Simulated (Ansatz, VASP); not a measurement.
TaN: VASP beside Ansatz

```
Ta N
1.0
     0.00000    2.17900    2.17900
     2.17900    0.00000    2.17900
     2.17900    2.17900    0.00000
Ta N
1 1
Direct
  0.50000 0.50000 0.50000
  0.99140 0.99140 0.00860
```

Change from the starting cell: all N atoms moved +0.037 Å, as atom 2 towards its neighbour atom 1 (Ta) at 2.179 Å.

Alike in both runs: task single point; functional PBE; k mesh 18 × 18 × 18; occupations gaussian, width 0.15 eV; no spin polarisation.

|  | VASP | Ansatz |
| --- | --- | --- |
| version | VASP 6.6.1 | Ansatz 0.2.0 |
| potentials or method | VASP PAW PBE potentials, release 64 (Ta_pv, N), cutoff 520 eV | scalar-relativistic, plane waves, PAW |
| valence electrons in the cell | 16 | 18 |

Ansatz gave:

```
gap on the k mesh at the Fermi level (eV)                     : none
pressure (GPa)                                                : 14.8
traceless stress, the component that is largest in VASP (GPa) : 0.52
rms of the force components (eV/Å)                            : 0.197
```

**Question.** What did VASP give for the same quantities?

**Answer.** gap on the k mesh at the Fermi level (eV): none; pressure (GPa): 15.8; traceless stress, the component that is largest in VASP (GPa): 0.53; rms of the force components (eV/Å): 0.198.

Atom by atom the forces differ by 0.000 eV/Å (rms over components). A gap of «none» marks a metal or a gap that the smearing closes. VASP's potentials hold 16 valence electrons a cell and Ansatz's 18, so a difference there can come from the potentials and not from the codes.

Neither program's run includes spin-orbit coupling.
